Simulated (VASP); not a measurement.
Input of a VASP 6.6.1 run:

INCAR

```
  PREC = Accurate
  ENCUT = 500
  EDIFF = 1E-6
  ISMEAR = 0
  SIGMA = 0.01
  LREAL = F
  LASPH = T
  NELM = 120
  ALGO = Normal
  ISIF = 2
  LWAVE = F
  LCHARG = T
  GGA = PE
  LELF = T
  LVHAR = T
  NBANDS = 36
  GGA_COMPAT = F
```

File KPOINTS:

```
regular mesh
0
Gamma
  6 6 6
```

POSCAR

```
ZnSiP2
1.0
   -2.6884958093      2.6884958093      5.2338441044
    2.6884958093     -2.6884958093      5.2338441044
    2.6884958093      2.6884958093     -5.2338441044
Zn P Si
2 4 2
Direct
    0.0000000000      0.0000000000      0.0000000000
    0.7500000000      0.2500000000      0.5000000000
    0.3750000000      0.3918255997      0.5168255997
    0.1418255997      0.6250000000      0.0168255997
    0.8750000000      0.8581744003      0.4831744003
    0.6081744003      0.1250000000     -0.0168255997
    0.5000000000      0.5000000000      0.0000000000
    0.2500000000      0.7500000000      0.5000000000
```

Potentials or basis: VASP PAW PBE potentials, release 64 (Zn, P, Si).

Command:

```sh
$ cat potpaw_PBE.64/Zn/POTCAR potpaw_PBE.64/P/POTCAR potpaw_PBE.64/Si/POTCAR > POTCAR
$ mpirun -np 1 vasp_std > vasp.out
```

Predict the pressure.

2.0 GPa.

Estimate the largest force.

0.014 eV/Å.

Predict the band gap on the k mesh.

1.32 eV.

Forces in eV/Å, atoms in the order of the input:
```
Zn   0.000  0.000  0.000
Zn   0.000  0.000  0.000
P    0.014  0.000  0.000
P    0.000  0.014  0.000
P   -0.014  0.000  0.000
P    0.000 -0.014  0.000
Si   0.000  0.000  0.000
Si   0.000  0.000  0.000
```

A k mesh can miss the band edges.
